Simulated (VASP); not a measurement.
# C in VASP: notebook

The runs below take C through relaxation of cell and atoms, single point, with PBE.

Everything below comes from runs of VASP 6.6.1. Logs are shortened: lines on timing, memory, paths and dates and some standing lists are left out, and cuts for length are marked.

### Step 1. The cell of the first run

It takes space group Cmme (No. 67, orthorhombic). Conventional cell: a = 2.456 Å, b = 4.254 Å, c = 7.173 Å, α = 90.00°, β = 90.00°, γ = 90.00°. C (site symmetry m) has 3 C at 1.42 Å within 1.9 Å.

### Step 2. Relaxation of cell and atoms, PBE

File INCAR:

```
SYSTEM = C
PREC = Accurate
ENCUT = 600
EDIFF = 1E-6
ISMEAR = 0
SIGMA = 0.1
LREAL = .FALSE.
LASPH = .TRUE.
NELM = 100
ALGO = Normal
ISIF = 3
LWAVE = .FALSE.
LCHARG = .FALSE.
GGA = PE
IBRION = 2
NSW = 100
EDIFFG = -0.005
```

File KPOINTS:

```
regular mesh
0
G
  18 18 6
  0 0 0
```

File POSCAR:

```
C
1.0
    1.2280479700     -2.1270618200      0.0000000000
    1.2280479700      2.1270618200      0.0000000000
    0.0000000000      0.0000000000      7.1732677600
C
4
Direct
    0.0833794600      0.9166205400      0.7531376000
    0.5833794600      0.4166205400      0.2468624000
    0.9166205400      0.0833794600      0.2468624000
    0.4166205400      0.5833794600      0.7531376000
```

Potentials or basis: VASP PAW PBE potentials, release 64 (C).

Started as:

```console
> cat potpaw_PBE.64/C/POTCAR > POTCAR
> mpirun -np 1 vasp_std > vasp.out
```

OUTCAR:

```text
SYSTEM = C
   PREC = Accurate
   ENCUT = 600
   EDIFF = 1E-6
   ISMEAR = 0
   LREAL = .FALSE.
   LASPH = .TRUE.
   NELM = 100
   ISIF = 3
   GGA = PE
   IBRION = 2
   NSW = 100
   EDIFFG = -0.005

 ion  position               nearest neighbor table
   1  0.083  0.917  0.753-   4 1.42   4 1.42   4 1.42
   2  0.583  0.417  0.247-   3 1.42   3 1.42   3 1.42
   3  0.917  0.083  0.247-   2 1.42   2 1.42   2 1.42
   4  0.417  0.583  0.753-   1 1.42   1 1.42   1 1.42

  LATTYP: Found a hexagonal cell.
 ALAT       =     2.4561135566
 C/A-ratio  =     2.9205765918

  Lattice vectors:

 A1 = (   1.2280479700,  -2.1270618200,   0.0000000000)
 A2 = (   1.2280479700,   2.1270618200,   0.0000000000)
 A3 = (   0.0000000000,   0.0000000000,   7.1732677600)

Analysis of symmetry for initial positions (statically):
=====================================================================
 Subroutine PRICEL returns:
 Original cell was already a primitive cell.

 Routine SETGRP: Setting up the symmetry group for a
 hexagonal supercell.

 Subroutine GETGRP returns: Found  8 space group operations
 (whereof  4 operations were pure point group operations)
 out of a pool of 24 trial point group operations.

The static configuration has the point symmetry C_2h.
 The point group associated with its full space group is D_2h.

Analysis of symmetry for dynamics (positions and initial velocities):
=====================================================================
 Subroutine PRICEL returns:
 Original cell was already a primitive cell.

 Routine SETGRP: Setting up the symmetry group for a
 hexagonal supercell.

 Subroutine GETGRP returns: Found  8 space group operations
 (whereof  4 operations were pure point group operations)
 out of a pool of 24 trial point group operations.

The dynamic configuration has the point symmetry C_2h.
 The point group associated with its full space group is D_2h.

 Subroutine INISYM returns: Found  8 space group operations
 (whereof  4 operations are pure point group operations),
 and found     1 'primitive' translations

----------------------------------------------------------------------------------------

                                     Primitive cell

  volume of cell :      37.4751

  direct lattice vectors                    reciprocal lattice vectors
     1.228047970 -2.127061820  0.000000000     0.407150219 -0.235066041  0.000000000
     1.228047970  2.127061820  0.000000000     0.407150219  0.235066041  0.000000000
     0.000000000  0.000000000  7.173267760     0.000000000  0.000000000  0.139406479
[... 118 lines left out ...]
   LRPA    =     F    only Hartree local field effects (RPA)
 conjugate gradient relaxation of ions
 non-spin polarized calculation
 Gauss-broadening in eV      SIGMA  =   0.10
  energy-cutoff  :      600.00
  volume of cell :       37.48
 maximum number of plane-waves:      1278
   NGX =  9   NGY =  9   NGZ = 29

--------------------------------------- Ionic step        1  -------------------------------------------

 number of electron      15.9999999 magnetization

 Free energy of the ion-electron system (eV)
  ---------------------------------------------------
  ext. energy  EPLUGINS =         0.00000000
  ---------------------------------------------------
  free energy    TOTEN  =       -36.88204899 eV

  energy without entropy =      -36.88163969  energy(sigma->0) =      -36.88184434

------------------------ aborting loop because EDIFF is reached ----------------------------------------

  FORCE on cell =-STRESS in cart. coord.  units (eV):
  Direction    XX          YY          ZZ          XY          YZ          ZX
  --------------------------------------------------------------------------------------
  -------------------------------------------------------------------------------------
  Total        1.1759979      1.1415851      0.3271924      0.0000000     -0.0000000      0.0000000
  in kB       50.2776133     48.8063577     13.9885031      0.0000000     -0.0000000      0.0000000
  external PRESSURE =      37.6908247 kB  Pullay stress =       0.0000000 kB
[... 95 lines left out ...]
  FREE ENERGIE OF THE ION-ELECTRON SYSTEM (eV)
  ---------------------------------------------------
  free  energy   TOTEN  =       -36.8873165044 eV

  energy  without entropy=      -36.8869085550  energy(sigma->0) =      -36.88711253

 E-fermi :   3.6573     XC(G=0):  -9.4835

 val. band max:        3.6505588010   @ k =   0.3333   0.3333   0.5000
 cond. band min:       3.6640832098   @ k =   0.3333   0.3333   0.5000
 fundamental gap:      0.0135244088
 Fermi energy:         3.6572717693

 k-point     1 :       0.0000    0.0000    0.0000
  band No.  band energies     occupation
      1     -15.9003      2.00000
      2     -15.7909      2.00000
      3      -4.4279      2.00000
      4      -3.4170      2.00000
      5       0.5911      2.00000
      6       0.6006      2.00000
      7       0.6532      2.00000
      8       0.6564      2.00000
      9       7.1738      0.00000
     10      11.9583      0.00000
     11      11.9614      0.00000
     12      11.9950      0.00000
[... 333 lines left out ...]
      1     -15.3881      2.00000
      2     -15.2826      2.00000
      3      -3.8106      2.00000
      4      -2.8234      2.00000
      5      -1.1282      2.00000
      6      -1.1192      2.00000
      7      -0.4119      2.00000
      8      -0.4027      2.00000
      9       7.8249      0.00000
     10      12.1792      0.00000
     11      12.2322      0.00000
     12      12.2877      0.00000

 [... further k-points ...]

[... ionic steps 4 to 20 ...]

--------------------------------------- Ionic step       21  -------------------------------------------

 number of electron      16.0000000 magnetization

------------------------ aborting loop because EDIFF is reached ----------------------------------------
[... 71 lines left out ...]
--------------------------------------- Ionic step       23  -------------------------------------------

 number of electron      16.0000000 magnetization

 Free energy of the ion-electron system (eV)
  ---------------------------------------------------
  ext. energy  EPLUGINS =         0.00000000
  ---------------------------------------------------
  free energy    TOTEN  =       -36.90427681 eV

  energy without entropy =      -36.90343715  energy(sigma->0) =      -36.90385698

 E-fermi :   3.0577     XC(G=0):  -8.9613

 val. band max:        3.0557680996   @ k =   0.3333   0.3333   0.5000
 cond. band min:       3.0601925780   @ k =   0.3333   0.3333   0.5000
 fundamental gap:      0.0044244784
 Fermi energy:         3.0577051260

 k-point     1 :       0.0000    0.0000    0.0000
  band No.  band energies     occupation
      1     -16.4728      2.00000
      2     -16.4204      2.00000
      3      -4.8459      2.00000
      4      -4.2257      2.00000
      5       0.0140      2.00000
      6       0.0148      2.00000
      7       0.0152      2.00000
      8       0.0182      2.00000
      9       6.2619      0.00000
     10       9.9350      0.00000
     11      11.3559      0.00000
     12      11.3609      0.00000
[... 376 lines left out ...]
  FREE ENERGIE OF THE ION-ELECTRON SYSTEM (eV)
  ---------------------------------------------------
  free  energy   TOTEN  =       -36.9042768051 eV

  energy  without entropy=      -36.9034371483  energy(sigma->0) =      -36.90385698

 reached required accuracy - stopping structural energy minimisation
```

OSZICAR:

```text
N       E                     dE             d eps       ncg     rms          rms(c)
DAV:   1     0.595876576007E+02    0.59588E+02   -0.89470E+03  8768   0.137E+03
DAV:   2    -0.347978997281E+02   -0.94386E+02   -0.86602E+02 12336   0.244E+02
[... 190 lines left out ...]
  22 F= -.36904263E+02 E0= -.36903842E+02  d E =-.966353E-04
       N       E                     dE             d eps       ncg     rms          rms(c)
DAV:   1    -0.369044123813E+02   -0.14966E-03   -0.48742E-03  8920   0.574E-01    0.462E-02
DAV:   2    -0.369043179870E+02    0.94394E-04   -0.11930E-04  9124   0.865E-02    0.251E-02
DAV:   3    -0.369042767317E+02    0.41255E-04   -0.13146E-04  9912   0.788E-02    0.729E-03
DAV:   4    -0.369042768051E+02   -0.73388E-07   -0.24850E-06  9340   0.130E-02
  23 F= -.36904277E+02 E0= -.36903857E+02  d E =-.110277E-03
```

CONTCAR:

```text
C
   1.00000000000000
     1.2337024959492739   -2.1367860122761573    0.0000000000000000
     1.2337024959492739    2.1367860122761573   -0.0000000000000000
     0.0000000000000000   -0.0000000000000000    8.2082609217124425
  C
     4
Direct
     0.0833407783377662    0.9166592216622338    0.7512367848179757
     0.5833407783377662    0.4166592216622338    0.2487632151820244
     0.9166592216622338    0.0833407783377662    0.2487632151820244
     0.4166592216622338    0.5833407783377662    0.7512367848179757

  0.00000000E+00  0.00000000E+00  0.00000000E+00
  0.00000000E+00  0.00000000E+00  0.00000000E+00
  0.00000000E+00  0.00000000E+00  0.00000000E+00
  0.00000000E+00  0.00000000E+00  0.00000000E+00
```

It took 25 min on 1 thread of Intel Xeon Platinum 8259CL at 2.50GHz (Skylake/Cascade Lake), shared host; peak memory 0.3 GiB.

Results:

| Property | Result |
| --- | --- |
| Free energy | -36.9043 eV |
| Relaxed volume | 10.82 Å³/atom |
| Relaxed cell | a = 2.467 Å, b = 2.467 Å, c = 8.208 Å, α = 90.00°, β = 90.00°, γ = 120.00° |
| Space group after relaxing (to 0.05 Å) | Fmmm (No. 69) |
| Energy gained by relaxing | 5.6 meV/atom |
| Ionic steps | 23 |
| Pressure after relaxing | 0.0 GPa |
| Largest force after relaxing | 0.004 eV/Å |
| Band gap on the k mesh | 0.00 eV |

Forces on the atoms (eV/Å):
```
C    0.000  0.004 -0.001
C    0.000  0.004  0.001
C    0.000 -0.004  0.001
C    0.000 -0.004 -0.001
```

The path:
| step | energy change (eV) | largest force (eV/Å) | pressure (GPa) | volume (Å³) |
| --- | --- | --- | --- | --- |
| 1 | 0.0000 | 0.0263 | 3.77 | 37.48 |
| 2 | 0.0190 | 0.0945 | -6.63 | 38.68 |
| 3 | -0.0053 | 0.0183 | 0.30 | 37.85 |
| 4 | -0.0063 | 0.0565 | 0.26 | 37.99 |
| 5 | -0.0078 | 0.2739 | 0.15 | 38.40 |
| 6 | -0.0080 | 0.2703 | 0.14 | 38.41 |
| 7 | -0.0084 | 0.2595 | 0.13 | 38.46 |
| 8 | -0.0093 | 0.2378 | 0.15 | 38.56 |
| 9 | -0.0109 | 0.1945 | 0.18 | 38.76 |
| 10 | -0.0135 | 0.1085 | 0.18 | 39.16 |
| 11 | -0.0171 | 0.0622 | 0.23 | 39.95 |
| 12 | -0.0179 | 0.3960 | 0.40 | 41.54 |
| 13 | -0.0185 | 0.2781 | 0.34 | 40.97 |
| 14 | -0.0197 | 0.2191 | 0.29 | 41.31 |
| 15 | -0.0219 | 0.0428 | 0.15 | 42.33 |
| 16 | -0.0221 | 0.0083 | 0.14 | 42.63 |
| 17 | -0.0221 | 0.0496 | 0.14 | 42.87 |
| 18 | -0.0218 | 0.1321 | 0.05 | 43.35 |
| 19 | -0.0221 | 0.0652 | 0.11 | 42.96 |
| 20 | -0.0221 | 0.0584 | 0.12 | 42.92 |
| 21 | -0.0222 | 0.0303 | 0.04 | 43.10 |
| 22 | -0.0222 | 0.0025 | -0.06 | 43.32 |
| 23 | -0.0222 | 0.0043 | -0.05 | 43.28 |

Final structure:
```yaml
crystal:
  lattice:
    - [1.23370, -2.13679, 0.00000]
    - [1.23370, 2.13679, 0.00000]
    - [0.00000, 0.00000, 8.20826]
  atoms:
    - { symbol: C, position: [0.08334, 0.91666, 0.75124] }
    - { symbol: C, position: [0.58334, 0.41666, 0.24876] }
    - { symbol: C, position: [0.91666, 0.08334, 0.24876] }
    - { symbol: C, position: [0.41666, 0.58334, 0.75124] }
```

Levels at points of the mesh, in eV from the valence-band top:
| k point | band 5 | band 6 | band 7 | band 8 | band 9 | band 10 | band 11 | band 12 |
| --- | --- | --- | --- | --- | --- | --- | --- | --- |
| (0.00, 0.00, 0.00) | -3.04 | -3.04 | -3.04 | -3.04 | 3.21 | 6.88 | 8.30 | 8.31 |
| (0.50, 0.00, 0.00) | -6.41 | -6.41 | -2.36 | -2.36 | 1.70 | 1.70 | 7.36 | 7.36 |
| (0.50, 0.50, 0.00) | -6.41 | -6.41 | -2.54 | -2.16 | 1.42 | 1.96 | 7.32 | 7.39 |
| (0.00, 0.00, 0.50) | -3.04 | -3.04 | -3.04 | -3.04 | 4.60 | 4.65 | 8.30 | 8.30 |
| (0.50, 0.00, 0.50) | -6.41 | -6.41 | -2.35 | -2.35 | 1.67 | 1.67 | 7.36 | 7.36 |
| (0.50, 0.50, 0.50) | -6.41 | -6.41 | -2.36 | -2.35 | 1.67 | 1.68 | 7.35 | 7.36 |

Caveat: the volume moved by over 15 % at a fixed basis, so the end points are rough; this functional lacks dispersion, which binds the layers, so the pressure and a relaxed spacing across them are unreliable. A k mesh can miss the band edges.

### Step 3. Single point, PBE

This run uses another cell than the first one, of 11.23 Å³/atom, 1.199 times its volume.

File INCAR:

```
SYSTEM = C
PREC = Accurate
ENCUT = 520
EDIFF = 1E-7
ISMEAR = 0
SIGMA = 0.1
LREAL = .FALSE.
LASPH = .TRUE.
NELM = 100
ALGO = Normal
ISIF = 2
LWAVE = .FALSE.
LCHARG = .TRUE.
GGA = PE
LELF = .TRUE.
LVHAR = .TRUE.
NBANDS = 16
```

KPOINTS is that of step 2.

File POSCAR:

```
C
1.0
    1.2332883510     -2.1360411201      0.0000000000
    1.2332883510      2.1360411201      0.0000000000
    0.0000000000      0.0000000000      8.5275579303
C
4
Direct
    0.0833317940      0.9166682060      0.7500000000
    0.5833317940      0.4166682060      0.2500000000
    0.9166682060      0.0833317940      0.2500000000
    0.4166682060      0.5833317940      0.7500000000
```

Potentials or basis: VASP PAW PBE potentials, release 64 (C).

Started as:

```console
> cat potpaw_PBE.64/C/POTCAR > POTCAR
> mpirun -np 1 vasp_std > vasp.out
```

Wall time 1.7 min (1 thread of AMD EPYC 9R45 (Zen 5), shared host); peak memory 0.26 GiB.

The run converged. Its results:

```yaml
Free_energy: -36.9043 eV
Pressure: 0.4 GPa
Band_gap_on_the_k_mesh: zero (filled and empty bands touch)
```

Stress tensor (GPa, compression positive):
```
 0.55  0.00  0.00
 0.00  0.55  0.00
 0.00  0.00 -0.02
```

Levels at points of the mesh, in eV from the Fermi level:
```csv
k point,band 4,band 5,band 6,band 7,band 8,band 9,band 10,band 11,band 12,band 13
"(0.00, 0.00, 0.00)",-7.36,-3.04,-3.04,-3.04,-3.04,3.09,6.39,8.30,8.30,8.31
"(0.50, 0.00, 0.00)",-13.23,-6.42,-6.42,-2.36,-2.36,1.69,1.69,7.36,7.36,10.68
"(0.50, 0.50, 0.00)",-13.22,-6.42,-6.42,-2.50,-2.21,1.47,1.90,7.33,7.39,10.55
"(0.00, 0.00, 0.50)",-7.62,-3.04,-3.04,-3.04,-3.04,4.35,4.35,8.30,8.30,8.30
"(0.50, 0.00, 0.50)",-13.23,-6.42,-6.42,-2.36,-2.36,1.67,1.67,7.36,7.36,11.43
"(0.50, 0.50, 0.50)",-13.23,-6.42,-6.42,-2.36,-2.36,1.67,1.67,7.36,7.36,11.59
```

Caveat: this functional lacks dispersion, which binds the layers, so the pressure and a relaxed spacing across them are unreliable.

### Step 4. Relaxation of cell and atoms, PBE

This run uses another cell than the first one, of 11.23 Å³/atom, 1.199 times its volume.

File INCAR:

```
SYSTEM = C
ALGO     = Normal         ! electronic algorithm
EDIFF    = 1E-6           ! SCF threshold, eV
EDIFFG   = -0.005         ! ionic threshold
ENCUT    = 600            ! plane-wave cutoff, eV
GGA      = PE             ! functional
IBRION   = 2              ! ionic algorithm
ISIF     = 3              ! what is computed and relaxed
ISMEAR   = 0              ! smearing method
LASPH    = .TRUE.         ! aspherical terms in the spheres
LCHARG   = .FALSE.        ! write CHGCAR
LREAL    = .FALSE.        ! projectors in reciprocal space
LWAVE    = .FALSE.        ! write WAVECAR
NELM     = 100            ! most SCF steps
NSW      = 100            ! ionic steps
PREC     = Accurate       ! precision mode
SIGMA    = 0.1            ! smearing width, eV
```

File KPOINTS:

```
k-points
0
G
  18 18 6
  0 0 0
```

File POSCAR:

```
C
1.0
    1.2332883510     -2.1360411201      0.0000000000
    1.2332883510      2.1360411201      0.0000000000
    0.0000000000      0.0000000000      8.5275579303
C
4
Direct
    0.0833317940      0.9166682060      0.7500057311
    0.5833317940      0.4166682060      0.2499942689
    0.9166682060      0.0833317940      0.2499942689
    0.4166682060      0.5833317940      0.7500057311
```

Started as:

```console
> cat potpaw_PBE.64/C/POTCAR > POTCAR
> mpirun -np 1 vasp_std > vasp.out
```

Wall time 13 min (1 thread of AMD EPYC 9R45 (Zen 5), shared host); peak memory 0.29 GiB.

It converged, with:

| Quantity | Value |
| --- | --- |
| Free energy | -36.9163 eV |
| Relaxed volume | 10.52 Å³/atom |
| Relaxed cell | a = 2.467 Å, b = 2.467 Å, c = 7.987 Å, α = 90.00°, β = 90.00°, γ = 120.00° |
| Space group after relaxing (to 0.05 Å) | Fmmm (No. 69) |
| Energy gained by relaxing | 0.6 meV/atom |
| Ionic steps | 14 |
| Pressure after relaxing | 0.0 GPa |
| Largest force after relaxing | 0.004 eV/Å |
| Band gap on the k mesh | 0.00 eV |

Forces on the atoms (eV/Å):
```
C    0.000 -0.004  0.000
C    0.000 -0.004  0.000
C    0.000  0.004  0.000
C    0.000  0.004  0.000
```

The path:
```csv
step,energy change (eV),largest force (eV/Å),pressure (GPa),volume (Å³)
1,0.0000,0.0001,0.02,44.93
2,0.0000,0.0002,-0.28,44.94
3,0.0000,0.0001,-0.17,44.94
4,-0.0001,0.0000,-0.16,44.91
5,-0.0002,0.0003,-0.12,44.83
6,-0.0004,0.0011,-0.11,44.67
7,-0.0008,0.0024,-0.06,44.36
8,-0.0015,0.0052,0.00,43.73
9,-0.0023,0.0107,0.21,42.48
10,0.0000,0.0218,0.74,39.98
11,-0.0024,0.0122,0.26,42.15
12,-0.0025,0.0075,0.00,42.09
13,-0.0025,0.0078,-0.01,42.09
14,-0.0025,0.0044,-0.01,42.08
```

Final structure:
```xyz
4
Lattice="1.2334 -2.1361 0.0000 1.2334 2.1361 0.0000 0.0000 0.0000 7.9870" Properties=species:S:1:pos:R:3 pbc="T T T"
C     1.2334    1.7802    5.9903
C     1.2334   -0.3560    1.9967
C     1.2334   -1.7802    1.9967
C     1.2334    0.3560    5.9903
```

Levels at points of the mesh, in eV from the valence-band top:
```tsv
k point	band 6	band 7	band 8	band 9	band 10	band 11
(0.00, 0.00, 0.00)	-3.04	-3.04	-3.04	3.30	7.26	8.30
(0.50, 0.00, 0.00)	-6.41	-2.37	-2.37	1.71	1.71	7.37
(0.50, 0.50, 0.00)	-6.41	-2.59	-2.12	1.38	2.01	7.31
(0.00, 0.00, 0.50)	-3.04	-3.04	-3.04	4.85	4.85	8.31
(0.50, 0.00, 0.50)	-6.41	-2.36	-2.36	1.67	1.67	7.37
(0.50, 0.50, 0.50)	-6.41	-2.36	-2.36	1.67	1.67	7.36
```

Caveat: this functional lacks dispersion, which binds the layers, so the pressure and a relaxed spacing across them are unreliable. A k mesh can miss the band edges.

### Step 5. The runs side by side

| task | cell | cutoff (eV) | gap on the mesh (eV) | pressure (GPa) | relaxed volume (Å³/atom) |
| --- | --- | --- | --- | --- | --- |
| relaxation of cell and atoms | relaxed from a = 2.456, b = 2.456, c = 7.173 Å, angles 90.0, 90.0, 120.0°, 4 atoms | 600 | 0.00 | 0.0 | 10.82 |
| single point | a = 2.467, b = 2.467, c = 8.528 Å, angles 90.0, 90.0, 120.0°, 4 atoms | 520 | none | 0.4 | - |
| relaxation of cell and atoms | relaxed from a = 2.467, b = 2.467, c = 8.528 Å, angles 90.0, 90.0, 120.0°, 4 atoms | 600 | 0.00 | 0.0 | 10.52 |

Alike in all rows: level PBE; potentials or basis VASP PAW PBE potentials, release 64 (C); no spin polarisation; k mesh 18 × 18 × 6; smearing gaussian 0.1 eV.

Caveats: this functional lacks dispersion, which binds the layers, so the pressure and a relaxed spacing across them are unreliable; the volume moved by over 15 % at a fixed basis, so the end points are rough (some runs).

Total energies depend on the potentials used, so only differences within one code and one set of settings carry meaning.
